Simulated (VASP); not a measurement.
CdI2: single point with HSE06

Crystal: CdI2.

```xyz
3
Lattice="4.2484 0.0000 0.0000 -2.1242 3.6792 0.0000 0.0000 0.0000 6.8844" Properties=species:S:1:pos:R:3 pbc="T T T"
Cd    0.0000    0.0000    0.0000
I     0.0000    2.4528    1.7181
I     2.1242    1.2264    5.1663
```

```json
{
 "Program": "VASP 6.6.1",
 "Task": "single point",
 "Functional": "HSE06",
 "Potentials or basis": "VASP PAW PBE potentials, release 64 (Cd, I)",
 "Cutoff": "400 eV",
 "k mesh": "6 × 6 × 2",
 "Occupations": "gaussian, width 0.2 eV",
 "Spin": "no spin polarisation",
 "Dipole correction": "no",
 "Grid for exact exchange (PRECFOCK)": "Normal",
 "Further INCAR settings": "ALGO = Normal; EDIFF = 1e-06; NBANDS = 20",
 "Share of exact exchange": "0.25",
 "Screening parameter": "0.2079 1/Å"
}
```

The pressure is 0.6 GPa. The largest force is 0.061 eV/Å and the band gap on the k mesh is 3.35 eV (least direct gap 3.61 eV).

Forces in eV/Å, atoms in the order of the input:
```
Cd   0.000  0.000  0.000
I    0.000  0.000 -0.061
I    0.000  0.000  0.061
```

Stress tensor (GPa, compression positive):
```
0.66 0.00 0.00
0.00 0.66 0.00
0.00 0.00 0.56
```

Levels at points of the mesh, in eV from the valence-band top:
| k point | band 9 | band 10 | band 11 | band 12 | band 13 | band 14 | band 15 | band 16 | band 17 | band 18 |
| --- | --- | --- | --- | --- | --- | --- | --- | --- | --- | --- |
| (0.00, 0.00, 0.00) | -0.29 | -0.29 | -0.15 | -0.15 | -0.13 | 3.48 | 5.42 | 7.44 | 7.44 | 9.45 |
| (0.50, 0.00, 0.00) | -2.93 | -2.11 | -1.60 | -0.72 | -0.13 | 3.62 | 5.98 | 6.86 | 7.59 | 8.72 |
| (0.00, 0.00, 0.50) | -1.67 | -0.42 | -0.42 | 0.00 | 0.00 | 4.64 | 5.47 | 7.21 | 7.21 | 8.88 |
| (0.50, 0.00, 0.50) | -3.40 | -1.38 | -1.28 | -0.53 | -0.46 | 3.35 | 5.88 | 6.84 | 7.55 | 8.44 |

Wall time 33 min on 1 thread of AMD EPYC 7R13 Processor (Zen 3), with other jobs on the host, peak memory 0.29 GiB.

Caveat: the k points lie up to 0.46 Å⁻¹ apart; the PAW data sets were made with another functional, which shifts forces and pressure a little; spin-orbit coupling is left out, which moves the levels of the heavy elements; this functional lacks dispersion, which binds layers or chains, so the pressure and a relaxed spacing across them are unreliable. A k mesh can miss the band edges.
